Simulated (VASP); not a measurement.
# TaC in VASP: single point with PBE

Aim: the single point of TaC with PBE.

Program: VASP 6.6.1. These are calculated values, not measurements. Logs are shortened: lines on timing, memory, paths and dates and some standing lists are left out, and cuts for length are marked.

### 1 The cell of the first run

The cell holds a slab with vacuum, 10 atoms: a = 3.164 Å, b = 3.164 Å, c = 23.951 Å, α = 90.00°, β = 90.00°, γ = 90.00°.

### 2 Single point, PBE, collinear spin

The input, INCAR:

```
PREC = Accurate
ENCUT = 520
EDIFF = 1E-6
ISMEAR = 0
SIGMA = 0.1
LREAL = F
LASPH = T
NELM = 200
ALGO = Normal
ISIF = 2
LWAVE = F
LCHARG = F
ISPIN = 2
MAGMOM = 1 0 0 0 1 1 0 0 0 1
LORBIT = 11
LMAXMIX = 4
LDIPOL = T
IDIPOL = 3
DIPOL = 0.5 0.5 0.500
GGA = PE
NBANDS = 52
GGA_COMPAT = F
NELMDL = -8
```

The input, KPOINTS:

```
regular mesh
0
Gamma
  11 11 1
```

The input, POSCAR:

```
TaC
1.0
    3.1644852942      0.0000000000      0.0000000000
    0.0000000000      3.1644852942      0.0000000000
    0.0000000000      0.0000000000     23.9505160421
Ta C
5 5
Direct
    0.5000000000      0.5000000000      0.3131456536
    0.0000000000      0.0000000000      0.4065728268
    0.5000000000      0.5000000000      0.5000000000
    0.0000000000      0.0000000000      0.5934271732
    0.5000000000      0.5000000000      0.6868543464
    0.0000000000      0.0000000000      0.3131456536
    0.5000000000      0.5000000000      0.4065728268
    0.0000000000      0.0000000000      0.5000000000
    0.5000000000      0.5000000000      0.5934271732
    0.0000000000      0.0000000000      0.6868543464
```

Potentials or basis: VASP PAW PBE potentials, release 64 (Ta_pv, C).

Launch:

```console
$ cat potpaw_PBE.64/Ta_pv/POTCAR potpaw_PBE.64/C/POTCAR > POTCAR
$ mpirun -np 1 vasp_std > vasp.out
```

OUTCAR:

```text
PREC = Accurate
   ENCUT = 520
   EDIFF = 1E-6
   ISMEAR = 0
   LREAL = F
   LASPH = T
   NELM = 200
   ISIF = 2
   ISPIN = 2
   LORBIT = 11
   GGA = PE
   NELMDL = -8

 ion  position               nearest neighbor table
   1  0.500  0.500  0.313-   6 2.24   6 2.24   6 2.24   6 2.24   7 2.24   2 3.16   2 3.16   2 3.16
                             2 3.16
   2  0.000  0.000  0.407-   7 2.24   7 2.24   7 2.24   7 2.24   8 2.24   6 2.24   3 3.16   3 3.16
                             1 3.16   3 3.16   1 3.16   1 3.16   3 3.16   1 3.16
   3  0.500  0.500  0.500-   8 2.24   8 2.24   8 2.24   8 2.24   9 2.24   7 2.24   4 3.16   4 3.16
                             2 3.16   4 3.16   2 3.16   2 3.16   4 3.16   2 3.16
   4  0.000  0.000  0.593-   9 2.24   9 2.24   9 2.24   9 2.24  10 2.24   8 2.24   5 3.16   5 3.16
                             3 3.16   5 3.16   3 3.16   3 3.16   5 3.16   3 3.16
   5  0.500  0.500  0.687-  10 2.24  10 2.24  10 2.24  10 2.24   9 2.24   4 3.16   4 3.16   4 3.16
                             4 3.16
   6  0.000  0.000  0.313-   1 2.24   1 2.24   1 2.24   1 2.24   2 2.24
   7  0.500  0.500  0.407-   2 2.24   2 2.24   2 2.24   2 2.24   3 2.24   1 2.24
   8  0.000  0.000  0.500-   3 2.24   3 2.24   3 2.24   3 2.24   4 2.24   2 2.24
   9  0.500  0.500  0.593-   4 2.24   4 2.24   4 2.24   4 2.24   5 2.24   3 2.24
  10  0.000  0.000  0.687-   5 2.24   5 2.24   5 2.24   5 2.24   4 2.24

  LATTYP: Found a simple tetragonal cell.
 ALAT       =     3.1644852942
 C/A-ratio  =     7.5685344742

  Lattice vectors:

 A1 = (   3.1644852942,   0.0000000000,   0.0000000000)
 A2 = (   0.0000000000,   3.1644852942,   0.0000000000)
 A3 = (   0.0000000000,   0.0000000000,  23.9505160421)

Analysis of symmetry for initial positions (statically):
=====================================================================
 Subroutine PRICEL returns:
 Original cell was already a primitive cell.

 Routine SETGRP: Setting up the symmetry group for a
 simple tetragonal supercell.

 Subroutine GETGRP returns: Found 16 space group operations
 (whereof 16 operations were pure point group operations)
 out of a pool of 16 trial point group operations.

The static configuration has the point symmetry D_4h.

Analysis of symmetry for dynamics (positions and initial velocities):
=====================================================================
 Subroutine PRICEL returns:
 Original cell was already a primitive cell.

 Routine SETGRP: Setting up the symmetry group for a
 simple tetragonal supercell.

 Subroutine GETGRP returns: Found 16 space group operations
 (whereof 16 operations were pure point group operations)
 out of a pool of 16 trial point group operations.

The dynamic configuration has the point symmetry D_4h.

Analysis of structural, dynamic, and magnetic symmetry:
=====================================================================
 Subroutine PRICEL returns:
 Original cell was already a primitive cell.

 Routine SETGRP: Setting up the symmetry group for a
 simple tetragonal supercell.

 Subroutine GETGRP returns: Found 16 space group operations
 (whereof 16 operations were pure point group operations)
 out of a pool of 16 trial point group operations.

The overall configuration has the point symmetry D_4h.

 Subroutine INISYM returns: Found 16 space group operations
 (whereof 16 operations are pure point group operations),
 and found     1 'primitive' translations

----------------------------------------------------------------------------------------

                                     Primitive cell

  volume of cell :     239.8397

  direct lattice vectors                    reciprocal lattice vectors
     3.164485294  0.000000000  0.000000000     0.316007157  0.000000000  0.000000000
     0.000000000  3.164485294  0.000000000     0.000000000  0.316007157  0.000000000
     0.000000000  0.000000000 23.950516042     0.000000000  0.000000000  0.041752754

  length of vectors
     3.164485294  3.164485294 23.950516042     0.316007157  0.316007157  0.041752754

  position of ions in fractional coordinates (direct lattice)
     0.500000000  0.500000000  0.313145654
     0.000000000  0.000000000  0.406572827
[... 89 lines left out ...]
   EDIFF  = 0.1E-05   stopping-criterion for ELM
   LREAL  =      F    real-space projection
   EDIFFG = 0.1E-04   stopping-criterion for IOM
   NSW    =      0    number of steps for IOM
   IBRION =     -1    ionic relax: 0-MD 1-quasi-New 2-CG
   NFREE  =      0    steps in history (QN), initial steepest desc. (CG)
   ISIF   =      2    stress and relaxation
   ISYM   =      2    0-nonsym 1-usesym 2-fastsym
   POTIM  = 0.5000    time-step for ionic-motion
   TEBEG  =    0.0;   TEEND  =   0.0 temperature during run
   PSTRESS=    0.0 pullay stress
   NELECT =      75.0000    total number of electrons
   NUPDOWN=      -1.0000    fix difference up-down
   EMIN   =  10.00;   EMAX   =-10.00  energy-range for DOS
   EFERMI =   0.00;   METHOD = LEGACY
   ISMEAR =     0;   SIGMA  =   0.10  broadening in eV -4-tet -1-fermi 0-gaus
   EFERMI_NEDOS =   21; number of points for ismear=-14 and -15
   IALGO  =     38    algorithm
   IMIX   =      4    mixing-type and parameters
     AMIX     =   0.40;   BMIX     =  1.00
     AMIX_MAG =   1.60;   BMIX_MAG =  1.00
  volume/ion in A,a.u.               =      23.98       161.85
  Fermi-wavevector in a.u.,A,eV,Ry     =   1.111190  2.099844 16.799695  1.234743
  Thomas-Fermi vector in A             =   2.247750
   LORBIT       =     11    0 simple, 1 ext, 2 COOP (PROOUT), +10 PAW based schemes
   GGA     = PE    functional components
   LHFCALC =     F    Hartree Fock is set to
   AEXX    =    0.0000 exact exchange contribution
   IVDW    =     0    specifies the selected vdW correction
   LEPSILON=     F    determine dielectric tensor
   LRPA    =     F    only Hartree local field effects (RPA)
 spin polarized calculation
 Gauss-broadening in eV      SIGMA  =   0.10
  energy-cutoff  :      520.00
  volume of cell :      239.84
 maximum number of plane-waves:      6518
 NGX is ok and might be reduce to    24
   NGX = 11   NGY = 11   NGZ = 89

 dipolmoment           0.000000      0.000000      0.000000 electrons x Angstroem

 number of electron      74.9999988 magnetization       0.0000035

 number of electron      74.9999988 magnetization      -0.0000011

 dipolmoment           0.000000      0.000000     -0.000000 electrons x Angstroem

 Free energy of the ion-electron system (eV)
  ---------------------------------------------------
  ext. energy  EPLUGINS =         0.00000000
  ---------------------------------------------------
  free energy    TOTEN  =      -108.61606670 eV

  energy without entropy =     -108.60008105  energy(sigma->0) =     -108.60807387

 E-fermi :   2.1063     XC(G=0):  -6.9800

 val. band max:        2.0524789455   @ k =   0.2727   0.0000   0.0000
 cond. band min:       2.1381517970   @ k =   0.0909   0.0909   0.0000
 fundamental gap:      0.0856728515
 Fermi energy:         2.1063288427

 spin component 1

 k-point     1 :       0.0000    0.0000    0.0000
  band No.  band energies     occupation
      1     -33.6118      1.00000
      2     -33.5187      1.00000
      3     -33.4289      1.00000
      4     -33.2509      1.00000
      5     -33.2509      1.00000
      6     -33.1854      1.00000
[... 1081 lines left out ...]
     48       5.8275      0.00000
     49       6.0423      0.00000
 Fermi energy:         2.1063288427

 spin component 2

 k-point     1 :       0.0000    0.0000    0.0000
  band No.  band energies     occupation
      1     -33.6118      1.00000
      2     -33.5187      1.00000
      3     -33.4289      1.00000
      4     -33.2509      1.00000
      5     -33.2509      1.00000
      6     -33.1854      1.00000
[... 1081 lines left out ...]
     48       5.8275      0.00000
     49       6.0423      0.00000
 [bands above 49 left out]

------------------------ aborting loop because EDIFF is reached ----------------------------------------

 vacuum level on the upper side and lower side of the slab       (xc-potential included)        -0.001        -0.001

  FORCE on cell =-STRESS in cart. coord.  units (eV):
  Direction    XX          YY          ZZ          XY          YZ          ZX
  --------------------------------------------------------------------------------------
  -------------------------------------------------------------------------------------
  Total       -6.0346125     -6.0346125     -4.7786343      0.0000000      0.0000000     -0.0000000
  in kB      -40.3124258    -40.3124258    -31.9222385      0.0000000      0.0000000     -0.0000000
  external PRESSURE =     -37.5156967 kB  Pullay stress =       0.0000000 kB

 VOLUME and BASIS-vectors are now :
 -----------------------------------------------------------------------------
  energy-cutoff  :      520.00
  volume of cell :      239.84
      direct lattice vectors                 reciprocal lattice vectors
     3.164485294  0.000000000  0.000000000     0.316007157  0.000000000  0.000000000
     0.000000000  3.164485294  0.000000000     0.000000000  0.316007157  0.000000000
     0.000000000  0.000000000 23.950516042     0.000000000  0.000000000  0.041752754

 POSITION                                       TOTAL-FORCE (eV/Angst)
 -----------------------------------------------------------------------------------
      1.58224      1.58224      7.50000         0.000000      0.000000      2.542346
      0.00000      0.00000      9.73763         0.000000      0.000000     -0.174838
      1.58224      1.58224     11.97526         0.000000      0.000000     -0.000000
      0.00000      0.00000     14.21289         0.000000      0.000000      0.174838
      1.58224      1.58224     16.45052         0.000000      0.000000     -2.542346
      0.00000      0.00000      7.50000         0.000000      0.000000     -1.435466
      1.58224      1.58224      9.73763         0.000000     -0.000000     -0.982358
      0.00000      0.00000     11.97526         0.000000      0.000000     -0.000000
      1.58224      1.58224     14.21289        -0.000000     -0.000000      0.982358
      0.00000      0.00000     16.45052         0.000000      0.000000      1.435466
 -----------------------------------------------------------------------------------
    total drift:                                0.000000     -0.000000     -0.000000

  FREE ENERGIE OF THE ION-ELECTRON SYSTEM (eV)
  ---------------------------------------------------
  free  energy   TOTEN  =      -108.6160666996 eV

  energy  without entropy=     -108.6000810457  energy(sigma->0) =     -108.60807387

 vacuum level on the upper side and lower side of the slab         5.450         5.450

 total charge

# of ion       s       p       d       tot
------------------------------------------
    1        0.295   6.209   2.313   8.817
    2        0.297   6.264   2.380   8.941
    3        0.298   6.263   2.367   8.928
    4        0.297   6.264   2.380   8.941
    5        0.295   6.209   2.313   8.817
    6        0.871   1.499   0.000   2.370
    7        0.862   1.566   0.000   2.428
    8        0.862   1.576   0.000   2.438
    9        0.862   1.566   0.000   2.428
   10        0.871   1.499   0.000   2.370
--------------------------------------------------
tot          5.811  38.915  11.752  56.478

 magnetization (x)

# of ion       s       p       d       tot
------------------------------------------
    1        0.000   0.000   0.000   0.000
    2        0.000   0.000   0.000   0.000
    3        0.000   0.000   0.000   0.000
    4        0.000   0.000   0.000   0.000
    5        0.000   0.000   0.000   0.000
    6       -0.000  -0.000   0.000  -0.000
    7       -0.000  -0.000   0.000  -0.000
    8       -0.000  -0.000   0.000  -0.000
    9       -0.000  -0.000   0.000  -0.000
   10       -0.000  -0.000   0.000  -0.000
--------------------------------------------------
tot         -0.000  -0.000   0.000   0.000
```

It took 29 min on 1 thread of Oxide Virtual Turin-like, shared host; peak memory 0.59 GiB.

Results:

```
Free energy                                           : -108.6161 eV
Largest force                                         : 2.542 eV/Å
Net moment                                            : 0.00 μB per cell
Valence electrons inside the program's atomic spheres : Ta 8.82, 8.94, 8.93 (each value once); C 2.37, 2.43, 2.44 (each value once)
```

Forces in eV/Å, atoms in the order of the input:
```
Ta   0.000  0.000  2.542
Ta   0.000  0.000 -0.175
Ta   0.000  0.000  0.000
Ta   0.000  0.000  0.175
Ta   0.000  0.000 -2.542
C    0.000  0.000 -1.435
C    0.000  0.000 -0.982
C    0.000  0.000  0.000
C    0.000  0.000  0.982
C    0.000  0.000  1.435
```

Caveat: spin-orbit coupling is left out, which moves the levels of the heavy elements.
